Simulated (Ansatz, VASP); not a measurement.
**Na: VASP beside Ansatz**

```
Na
1.0
    -2.15903    2.15903    2.15903
     2.15903   -2.15903    2.15903
     2.15903    2.15903   -2.15903
Na
1
Direct
  0.00000 0.00000 0.00000
```

Change from the starting cell: volume scaled by 1.06, PAW files.

Alike in both runs: task electric field gradients; functional PBEsol; k mesh 11 × 11 × 11; occupations fermi-dirac, width 0.03 eV; no spin polarisation.

|  | VASP | Ansatz |
| --- | --- | --- |
| version | VASP 6.6.1 | Ansatz 0.2.0 |
| potentials or method | VASP PAW PBE potentials, release 64 (Na_pv) | PAW with Ansatz's default frozen-core files, scalar-relativistic |
| plane-wave cutoff (eV) | 520 | 420 |
| valence electrons in the cell | 7 | 9 |

```csv
,VASP,Ansatz,Ansatz less VASP
pressure (GPa),-0.7,-0.7,+0.01
```

VASP's potentials were made for PBE, not for PBEsol. With one functional, cell and mesh, what is left measures potentials, basis and numerics. VASP's potentials hold 7 valence electrons a cell and Ansatz's 9, so a difference there can come from the potentials and not from the codes.
